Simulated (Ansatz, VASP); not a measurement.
# One calculation of KF, two programs

```
K F
1.0
     0.00000    2.64121    2.64121
     2.64121    0.00000    2.64121
     2.64121    2.64121    0.00000
K F
1 1
Cartesian
  0.0000 0.0000 0.0000
  2.6412 2.6412 2.6412
```

Alike in both runs: functional r2SCAN; k mesh 10 × 10 × 10; occupations fermi-dirac, width 0.02 eV; no spin polarisation.

Ansatz relaxed the structure, and its values are those at the end. VASP's run is a single point on that final structure, the one shown.

|  | VASP | Ansatz |
| --- | --- | --- |
| version | VASP 6.6.1 | Ansatz 0.2.0 |
| potentials or method | VASP PAW PBE potentials, release 64 (K_sv, F), cutoff 520 eV | PAW plane waves |
| valence electrons in the cell | 16 | 16 |

```csv
,VASP,Ansatz,Ansatz less VASP
gap on the k mesh at the Fermi level (eV),7.02,7.02,+0.005
pressure (GPa),0.7,0.8,+0.04
```

VASP's potentials were made for PBE, not for r2SCAN. With one functional, cell and mesh, what is left measures potentials, basis and numerics. Ansatz's warnings: stress scf threshold loose.
